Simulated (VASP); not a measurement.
Ir:

```
CELL_PARAMETERS angstrom
2.71883 0.00000 0.00000
-1.35942 2.35458 0.00000
0.00000 0.00000 4.40807
ATOMIC_POSITIONS crystal
Ir 0.66667 0.33333 0.75000
Ir 0.33333 0.66667 0.25000
```

This isn't the form of Ir at room conditions, which is fcc.

Base run:

```yaml
Program: VASP 6.6.1
Functional: PBEsol
Potentials_or_basis: VASP PAW PBE potentials, release 64 (Ir)
Cutoff: 520 eV
k_mesh: 21 × 21 × 12
Occupations: gaussian, width 0.15 eV
Spin: collinear spin
Starting_moments: "[0.5, 0.5] μB"
Fixed_moment: 1 μB
```

Its results: pressure 3.3 GPa; site moments Ir +0.49 μB.

Task: The run is repeated on the same cell with these changes: fixed moment from 1 μB to 0.6 μB; moments at the start from [0.5, 0.5] to [0.3, 0.3]. What comes out?

Result: Pressure 1.9 GPa; site moments Ir +0.29 μB.

Caveats: the PAW data sets were made with another functional, which shifts forces and pressure a little; the total moment is fixed, so each spin has its own Fermi level; the cell stands under pressure (at least some runs).
